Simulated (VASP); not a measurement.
Write the native input for VASP 6.6.1 that does the following.

```
Task                   : single point
Functional             : PBE
Potentials or basis    : VASP PAW PBE potentials, release 64 (Ba_sv, F)
Cutoff                 : 600 eV
k mesh                 : 7 × 7 × 7
Occupations            : fermi-dirac, width 0.02 eV
Spin                   : no spin polarisation
Dipole correction      : no
Further INCAR settings : ALGO = Normal; EDIFF = 1e-06; NBANDS = 19
```

The structure of BaF2 lies in POSCAR:

```
BaF2
1.0
    0.0000000000      3.1230132130      3.1230132130
    3.1230132130      0.0000000000      3.1230132130
    3.1230132130      3.1230132130      0.0000000000
Ba F
1 2
Direct
    0.0000000000      0.0000000000      0.0000000000
    0.2500000000      0.2500000000      0.2500000000
    0.7500000000      0.7500000000      0.7500000000
```

These files were run (other wordings do the same):

INCAR

```
  ALGO = Normal
  EDIFF = 1E-6
  ENCUT = 600
  GGA = PE
  GGA_COMPAT = F
  ISIF = 2
  ISMEAR = -1
  LASPH = T
  LCHARG = F
  LREAL = F
  LWAVE = F
  NBANDS = 19
  NELM = 120
  PREC = Accurate
  SIGMA = 0.02
```

KPOINTS

```
k-points
0
Gamma
  7 7 7
```

Potentials or basis: VASP PAW PBE potentials, release 64 (Ba_sv, F).

Run with:

```console
$ cat potpaw_PBE.64/Ba_sv/POTCAR potpaw_PBE.64/F/POTCAR > POTCAR
$ mpirun -np 1 vasp_std > vasp.out
```

Results of the run:

| Property | Result |
| --- | --- |
| Pressure | 0.9 GPa |
| Band gap on the k mesh | 6.69 eV (least direct gap 6.73 eV) |

Caveat: spin-orbit coupling is left out, which moves the levels of the heavy elements; an odd mesh through Γ misses points on the zone boundary, where band edges can lie.

Run time: 48 s on 1 thread of Oxide Virtual Turin-like Processor, on a shared host, peak memory 0.18 GiB.
